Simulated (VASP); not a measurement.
Wanted: the native input for a VASP 6.6.1 run.

- Task: single point
- Functional: PBE
- Potentials or basis: VASP PAW PBE potentials, release 64 (Co, O)
- Cutoff: 520 eV
- k mesh: 16 × 16 × 16
- Occupations: gaussian, width 0.1 eV
- Spin: collinear spin, ferromagnetic start
- Starting moments: [0.5, 0.0] μB
- Dipole correction: no
- Further INCAR settings: ALGO = Normal; EDIFF = 1e-06; NBANDS = 18

The structure of CoO lies in POSCAR:

```
CoO
1.0
    2.6161540276      0.0000000000      0.0000000000
    0.0000000000      2.6161540276      0.0000000000
    0.0000000000      0.0000000000      2.6161540276
Co O
1 1
Direct
    0.0000000000      0.0000000000      0.0000000000
    0.5000000000      0.5000000000      0.5000000000
```

One way to write it, as run:

INCAR

```
PREC = Accurate ; ENCUT = 520
EDIFF = 1E-6 ; ISMEAR = 0
SIGMA = 0.1 ; LREAL = F
LASPH = T ; NELM = 150
ALGO = Normal ; ISIF = 2
LWAVE = F ; LCHARG = F
ISPIN = 2 ; MAGMOM = 0.5 0
LORBIT = 11 ; LMAXMIX = 4
GGA = PE ; NBANDS = 18
```

KPOINTS

```
Automatic mesh
0
Gamma
  16 16 16
```

Potentials or basis: VASP PAW PBE potentials, release 64 (Co, O).

The run is started by

```bash
$ cat potpaw_PBE.64/Co/POTCAR potpaw_PBE.64/O/POTCAR > POTCAR
$ mpirun -np 1 vasp_std > vasp.out
```

It gave:

```yaml
Pressure: -0.6 GPa
Band_gap_on_the_k_mesh: zero (filled and empty bands overlap)
Net_moment: 3.00 μB per cell
Site_moments: Co +2.50; O +0.44 μB
Valence_electrons_inside_the_program's_atomic_spheres: Co 7.80; O 4.93
```

Caveat: a cell with one magnetic atom can't hold antiferromagnetic order, which such compounds often take; semilocal functionals often make such compounds metallic where correlation or magnetic order opens a gap, which also shifts bond lengths.

It took 90 s on 1 thread of AMD EPYC 9R45 96-Core Processor (Zen 5), on a shared host, peak memory 0.17 GiB.
